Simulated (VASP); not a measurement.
# GaSb (F-43m) in VASP: further runs

Runs on GaSb. Level: PBE. Tasks: single point.

All numbers are computed with VASP 6.6.1; they aren't measurements. Logs are shortened: lines on timing, memory, paths and dates and some standing lists are left out, and cuts for length are marked.

## 1. The cell of the first run

It takes space group F-43m (No. 216, cubic). The conventional cell has a = 6.091 Å, b = 6.091 Å, c = 6.091 Å, α = 90.00°, β = 90.00°, γ = 90.00°. Ga (site symmetry -43m) has 4 Sb at 2.64 Å within 3.5 Å. Sb (site symmetry -43m) has 4 Ga at 2.64 Å within 3.5 Å.

## 2. Single point, PBE (volume changed by -6%)

INCAR reads:

```
SYSTEM = GaSb
  ALGO = Normal
  EDIFF = 1E-7
  ENCUT = 520
  GGA = PE
  ISIF = 2
  ISMEAR = -1
  LASPH = .True.
  LCHARG = .False.
  LREAL = .False.
  LWAVE = .False.
  NBANDS = 16
  NELM = 80
  PREC = Accurate
  SIGMA = 0.02
```

KPOINTS reads:

```
k-points
0
Gamma
  6 6 6
  0 0 0
```

POSCAR reads:

```
GaSb
1.0
    0.0000000000      3.0455962499      3.0455962499
    3.0455962499      0.0000000000      3.0455962499
    3.0455962499      3.0455962499      0.0000000000
Ga Sb
1 1
Direct
    0.0000000000      0.0000000000      0.0000000000
    0.2500000000      0.2500000000      0.2500000000
```

Potentials or basis: VASP PAW PBE potentials, release 64 (Ga_d, Sb).

On the command line:

```bash
> cat potpaw_PBE.64/Ga_d/POTCAR potpaw_PBE.64/Sb/POTCAR > POTCAR
> mpirun -np 1 vasp_std > vasp.out
```

OUTCAR:

```text
SYSTEM = GaSb
   EDIFF = 1E-7
   ENCUT = 520
   GGA = PE
   ISIF = 2
   ISMEAR = -1
   LASPH = .True.
   LREAL = .False.
   NELM = 80
   PREC = Accurate

 ion  position               nearest neighbor table
   1  0.000  0.000  0.000-   2 2.64   2 2.64   2 2.64   2 2.64
   2  0.250  0.250  0.250-   1 2.64   1 2.64   1 2.64   1 2.64

  LATTYP: Found a face centered cubic cell.
 ALAT       =     6.0911924998

  Lattice vectors:

 A1 = (   0.0000000000,   3.0455962499,   3.0455962499)
 A2 = (   3.0455962499,   0.0000000000,   3.0455962499)
 A3 = (   3.0455962499,   3.0455962499,   0.0000000000)

Analysis of symmetry for initial positions (statically):
=====================================================================
 Subroutine PRICEL returns:
 Original cell was already a primitive cell.

 Routine SETGRP: Setting up the symmetry group for a
 face centered cubic supercell.

 Subroutine GETGRP returns: Found 24 space group operations
 (whereof 24 operations were pure point group operations)
 out of a pool of 48 trial point group operations.

The static configuration has the point symmetry T_d .

Analysis of symmetry for dynamics (positions and initial velocities):
=====================================================================
 Subroutine PRICEL returns:
 Original cell was already a primitive cell.

 Routine SETGRP: Setting up the symmetry group for a
 face centered cubic supercell.

 Subroutine GETGRP returns: Found 24 space group operations
 (whereof 24 operations were pure point group operations)
 out of a pool of 48 trial point group operations.

The dynamic configuration has the point symmetry T_d .

 Subroutine INISYM returns: Found 24 space group operations
 (whereof 24 operations are pure point group operations),
 and found     1 'primitive' translations

----------------------------------------------------------------------------------------

                                     Primitive cell

  volume of cell :      56.4998

  direct lattice vectors                    reciprocal lattice vectors
     0.000000000  3.045596250  3.045596250    -0.164171466  0.164171466  0.164171466
     3.045596250  0.000000000  3.045596250     0.164171466 -0.164171466  0.164171466
     3.045596250  3.045596250  0.000000000     0.164171466  0.164171466 -0.164171466

  length of vectors
     4.307123522  4.307123522  4.307123522     0.284353320  0.284353320  0.284353320

  position of ions in fractional coordinates (direct lattice)
[... 68 lines left out ...]
   ENCUT  =  520.0 eV  38.22 Ry    6.18 a.u.   8.01  8.01  8.01*2*pi/ulx,y,z
   NELM   =     80;   NELMIN=  2; NELMDL= -5     # of ELM steps
   EDIFF  = 0.1E-06   stopping-criterion for ELM
   LREAL  =      F    real-space projection
   EDIFFG = 0.1E-05   stopping-criterion for IOM
   NSW    =      0    number of steps for IOM
   IBRION =     -1    ionic relax: 0-MD 1-quasi-New 2-CG
   NFREE  =      0    steps in history (QN), initial steepest desc. (CG)
   ISIF   =      2    stress and relaxation
   ISYM   =      2    0-nonsym 1-usesym 2-fastsym
   POTIM  = 0.5000    time-step for ionic-motion
   TEBEG  =    0.0;   TEEND  =   0.0 temperature during run
   PSTRESS=    0.0 pullay stress
   NELECT =      18.0000    total number of electrons
   NUPDOWN=      -1.0000    fix difference up-down
   EMIN   =  10.00;   EMAX   =-10.00  energy-range for DOS
   EFERMI =   0.00;   METHOD = LEGACY
   ISMEAR =    -1;   SIGMA  =   0.02  broadening in eV -4-tet -1-fermi 0-gaus
   EFERMI_NEDOS =   21; number of points for ismear=-14 and -15
   IALGO  =     38    algorithm
   IMIX   =      4    mixing-type and parameters
     AMIX     =   0.40;   BMIX     =  1.00
     AMIX_MAG =   1.60;   BMIX_MAG =  1.00
  volume/ion in A,a.u.               =      28.25       190.64
  Fermi-wavevector in a.u.,A,eV,Ry     =   1.118107  2.112916 17.009502  1.250163
  Thomas-Fermi vector in A             =   2.254735
   LORBIT       =      0    0 simple, 1 ext, 2 COOP (PROOUT), +10 PAW based schemes
   GGA     = PE    functional components
   LHFCALC =     F    Hartree Fock is set to
   AEXX    =    0.0000 exact exchange contribution
   IVDW    =     0    specifies the selected vdW correction
   LEPSILON=     F    determine dielectric tensor
   LRPA    =     F    only Hartree local field effects (RPA)
 non-spin polarized calculation
  energy-cutoff  :      520.00
  volume of cell :       56.50
 maximum number of plane-waves:      1536
   NGX = 17   NGY = 17   NGZ = 17

 number of electron      17.9999984 magnetization

 Free energy of the ion-electron system (eV)
  ---------------------------------------------------
  ext. energy  EPLUGINS =         0.00000000
  ---------------------------------------------------
  free energy    TOTEN  =        -7.30827229 eV

  energy without entropy =       -7.30816801  energy(sigma->0) =       -7.30822015

 E-fermi :   5.0895     XC(G=0):  -9.1414

 val. band max:        5.0137253917   @ k =   0.0000   0.0000   0.0000
 cond. band min:       5.1423393864   @ k =   0.0000   0.0000   0.0000
 fundamental gap:      0.1286139947
 Fermi energy:         5.0894816730

 k-point     1 :       0.0000    0.0000    0.0000
  band No.  band energies     occupation
      1     -10.0586      2.00000
      2     -10.0586      2.00000
      3     -10.0586      2.00000
      4     -10.0071      2.00000
      5     -10.0071      2.00000
      6      -6.5554      2.00000
[... 281 lines left out ...]
      3     -10.0343      2.00000
      4     -10.0154      2.00000
      5     -10.0054      2.00000
      6      -4.0095      2.00000
[... 8 lines left out ...]
     15      15.1130      0.00000
     16      16.4438      0.00000

------------------------ aborting loop because EDIFF is reached ----------------------------------------

  FORCE on cell =-STRESS in cart. coord.  units (eV):
  Direction    XX          YY          ZZ          XY          YZ          ZX
  --------------------------------------------------------------------------------------
  -------------------------------------------------------------------------------------
  Total        1.1060378      1.1060378      1.1060378      0.0000000      0.0000000      0.0000000
  in kB       31.3641526     31.3641526     31.3641526      0.0000000      0.0000000      0.0000000
  external PRESSURE =      31.3641526 kB  Pullay stress =       0.0000000 kB

 VOLUME and BASIS-vectors are now :
 -----------------------------------------------------------------------------
  energy-cutoff  :      520.00
  volume of cell :       56.50
      direct lattice vectors                 reciprocal lattice vectors
     0.000000000  3.045596250  3.045596250    -0.164171466  0.164171466  0.164171466
     3.045596250  0.000000000  3.045596250     0.164171466 -0.164171466  0.164171466
     3.045596250  3.045596250  0.000000000     0.164171466  0.164171466 -0.164171466

 POSITION                                       TOTAL-FORCE (eV/Angst)
 -----------------------------------------------------------------------------------
      0.00000      0.00000      0.00000         0.000000      0.000000     -0.000000
      1.52280      1.52280      1.52280        -0.000000     -0.000000      0.000000
 -----------------------------------------------------------------------------------
    total drift:                                0.000002      0.000002      0.000002

  FREE ENERGIE OF THE ION-ELECTRON SYSTEM (eV)
  ---------------------------------------------------
  free  energy   TOTEN  =        -7.3082722895 eV

  energy  without entropy=       -7.3081680115  energy(sigma->0) =       -7.30822015
```

It took 7.2 s on 1 thread of AMD EPYC 9R45 (Zen 5), shared host; peak memory 0.15 GiB.

Results:

| Item | Value |
| --- | --- |
| Free energy | -7.3083 eV |
| Pressure | 3.1 GPa |
| Band gap on the k mesh | 0.13 eV, direct |

Caveat: the cell differs from its parent crystal (volume changed by -6%); spin-orbit coupling is left out, which moves the levels of the heavy elements. A k mesh can miss the band edges.

## 3. Single point, PBE (volume changed by -3%)

INCAR reads:

```
SYSTEM = GaSb
  PREC = Accurate
  ENCUT = 520
  EDIFF = 1E-6
  ISMEAR = -1
  SIGMA = 0.02
  LREAL = .FALSE.
  LASPH = .TRUE.
  NELM = 60
  ALGO = Normal
  ISIF = 2
  LWAVE = .FALSE.
  LCHARG = .FALSE.
  GGA = PE
  NBANDS = 16
```

KPOINTS reads:

```
Automatic mesh
0
G
  6 6 6
  0 0 0
```

POSCAR reads:

```
GaSb
1.0
    0.0000000000      3.0776575139      3.0776575139
    3.0776575139      0.0000000000      3.0776575139
    3.0776575139      3.0776575139      0.0000000000
Ga Sb
1 1
Direct
    0.0000000000      0.0000000000      0.0000000000
    0.2500000000      0.2500000000      0.2500000000
```

Potentials or basis: VASP PAW PBE potentials, release 64 (Ga_d, Sb).

On the command line:

```bash
> cat potpaw_PBE.64/Ga_d/POTCAR potpaw_PBE.64/Sb/POTCAR > POTCAR
> mpirun -np 1 vasp_std > vasp.out
```

Wall time 7.8 s (1 thread of AMD EPYC 9R45 (Zen 5), shared host); peak memory 0.15 GiB.

It converged, with:

- Free energy: -7.3345 eV
- Pressure: 1.6 GPa
- Band gap on the k mesh: zero (filled and empty bands touch)

Levels at points of the mesh, in eV from the Fermi level:
| k point | band 5 | band 6 | band 7 | band 8 | band 9 | band 10 | band 11 | band 12 | band 13 | band 14 |
| --- | --- | --- | --- | --- | --- | --- | --- | --- | --- | --- |
| (0.00, 0.00, 0.00) | -14.97 | -11.37 | -0.11 | -0.01 | -0.01 | -0.01 | 2.76 | 2.76 | 2.76 | 5.78 |
| (0.50, 0.00, 0.00) | -14.97 | -9.79 | -6.29 | -1.14 | -1.14 | 0.35 | 3.73 | 3.73 | 6.46 | 9.23 |
| (0.50, 0.50, 0.00) | -14.97 | -8.98 | -6.75 | -2.53 | -2.53 | 0.91 | 1.27 | 8.55 | 8.55 | 9.90 |

Caveat: the cell differs from its parent crystal (volume changed by -3%); spin-orbit coupling is left out, which moves the levels of the heavy elements.

## 4. Single point, PBE

This run uses another cell than the first one, of 30.05 Å³/atom, 1.064 times its volume.

INCAR reads:

```
SYSTEM = GaSb
PREC     = Accurate       ! precision mode
ENCUT    = 520            ! plane-wave cutoff, eV
EDIFF    = 1E-7           ! SCF threshold, eV
ISMEAR   = -1             ! smearing method
SIGMA    = 0.02           ! smearing width, eV
LREAL    = .False.        ! projectors in reciprocal space
LASPH    = .True.         ! aspherical terms in the spheres
NELM     = 100            ! most SCF steps
ALGO     = Normal         ! electronic algorithm
ISIF     = 2              ! what is computed and relaxed
LWAVE    = .False.        ! write WAVECAR
LCHARG   = .False.        ! write CHGCAR
GGA      = PE             ! functional
NBANDS   = 16             ! bands
```

KPOINTS reads:

```
Automatic mesh
0
Gamma
  6 6 6
  0 0 0
```

POSCAR reads:

```
GaSb
1.0
    0.0000000000      3.1090643516      3.1090643516
    3.1090643516      0.0000000000      3.1090643516
    3.1090643516      3.1090643516      0.0000000000
Ga Sb
1 1
Direct
    0.0000000000      0.0000000000      0.0000000000
    0.2500000000      0.2500000000      0.2500000000
```

Potentials or basis: VASP PAW PBE potentials, release 64 (Ga_d, Sb).

On the command line:

```bash
> cat potpaw_PBE.64/Ga_d/POTCAR potpaw_PBE.64/Sb/POTCAR > POTCAR
> mpirun -np 1 vasp_std > vasp.out
```

OUTCAR:

```text
SYSTEM = GaSb
   PREC = Accurate
   ENCUT = 520
   EDIFF = 1E-7
   ISMEAR = -1
   LREAL = .False.
   LASPH = .True.
   NELM = 100
   ISIF = 2
   GGA = PE

 ion  position               nearest neighbor table
   1  0.000  0.000  0.000-   2 2.69   2 2.69   2 2.69   2 2.69
   2  0.250  0.250  0.250-   1 2.69   1 2.69   1 2.69   1 2.69

  LATTYP: Found a face centered cubic cell.
 ALAT       =     6.2181287032

  Lattice vectors:

 A1 = (   0.0000000000,   3.1090643516,   3.1090643516)
 A2 = (   3.1090643516,   0.0000000000,   3.1090643516)
 A3 = (   3.1090643516,   3.1090643516,   0.0000000000)

Analysis of symmetry for initial positions (statically):
=====================================================================
 Subroutine PRICEL returns:
 Original cell was already a primitive cell.

 Routine SETGRP: Setting up the symmetry group for a
 face centered cubic supercell.

 Subroutine GETGRP returns: Found 24 space group operations
 (whereof 24 operations were pure point group operations)
[... 151 lines left out ...]
  free energy    TOTEN  =        -7.34331356 eV

  energy without entropy =       -7.34295993  energy(sigma->0) =       -7.34313675

 E-fermi :   4.4070     XC(G=0):  -8.8722

 val. band max:        4.3931552283   @ k =   0.0000   0.0000   0.0000
 cond. band min:       4.6974253583   @ k =   0.5000   0.0000   0.0000
 fundamental gap:      0.3042701300
 Fermi energy:         4.4070177140

 k-point     1 :       0.0000    0.0000    0.0000
  band No.  band energies     occupation
      1     -10.5581      2.00000
      2     -10.5581      2.00000
      3     -10.5581      2.00000
      4     -10.5157      2.00000
      5     -10.5157      2.00000
      6      -6.7553      2.00000
[... 281 lines left out ...]
      3     -10.5386      2.00000
      4     -10.5220      2.00000
      5     -10.5140      2.00000
      6      -4.4641      2.00000
[... 8 lines left out ...]
     15      14.1593      0.00000
     16      15.5080      0.00000

------------------------ aborting loop because EDIFF is reached ----------------------------------------

  FORCE on cell =-STRESS in cart. coord.  units (eV):
  Direction    XX          YY          ZZ          XY          YZ          ZX
  --------------------------------------------------------------------------------------
  -------------------------------------------------------------------------------------
  Total        0.0247932      0.0247932      0.0247932      0.0000000      0.0000000      0.0000000
  in kB        0.6608829      0.6608829      0.6608829      0.0000000      0.0000000      0.0000000
  external PRESSURE =       0.6608829 kB  Pullay stress =       0.0000000 kB

 VOLUME and BASIS-vectors are now :
 -----------------------------------------------------------------------------
  energy-cutoff  :      520.00
  volume of cell :       60.11
      direct lattice vectors                 reciprocal lattice vectors
     0.000000000  3.109064352  3.109064352    -0.160820087  0.160820087  0.160820087
     3.109064352  0.000000000  3.109064352     0.160820087 -0.160820087  0.160820087
     3.109064352  3.109064352  0.000000000     0.160820087  0.160820087 -0.160820087

 POSITION                                       TOTAL-FORCE (eV/Angst)
 -----------------------------------------------------------------------------------
      0.00000      0.00000      0.00000         0.000000      0.000000      0.000000
      1.55453      1.55453      1.55453        -0.000000     -0.000000     -0.000000
 -----------------------------------------------------------------------------------
    total drift:                                0.000001      0.000001      0.000001

  FREE ENERGIE OF THE ION-ELECTRON SYSTEM (eV)
  ---------------------------------------------------
  free  energy   TOTEN  =        -7.3433135596 eV

  energy  without entropy=       -7.3429599340  energy(sigma->0) =       -7.34313675
```

Wall time 12 s (1 thread of AMD EPYC 9R45 (Zen 5), shared host); peak memory 0.17 GiB.

What came out:

- Free energy: -7.3433 eV
- Pressure: 0.1 GPa
- Band gap on the k mesh: zero (filled and empty bands touch)

Caveat: spin-orbit coupling is left out, which moves the levels of the heavy elements.

[end of part 1 of 2]
